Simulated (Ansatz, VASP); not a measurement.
# Ca in VASP and in Ansatz

```
Ca
1.0
    -2.24660    2.24660    2.24660
     2.24660   -2.24660    2.24660
     2.24660    2.24660   -2.24660
Ca
1
Direct
  0.00000 0.00000 0.00000
```

Alike in both runs: task single point; functional PBEsol; k mesh 12 × 12 × 12; occupations fermi-dirac, width 0.1 eV; no spin polarisation.

```csv
,VASP,Ansatz
version,VASP 6.6.1,Ansatz 0.2.0
potentials or method,"VASP PAW PBE potentials, release 64 (Ca_sv), cutoff 520 eV","plane waves (420 eV) with PAW, scalar-relativistic"
valence electrons in the cell,10,10
```

```tsv
	VASP	Ansatz	Ansatz less VASP
pressure (GPa)	-1.7	-1.7	-0.01
```

VASP's potentials were made for PBE, not for PBEsol, and Ansatz warns of the same on its side. With one functional, cell and mesh, what is left measures potentials, basis and numerics.
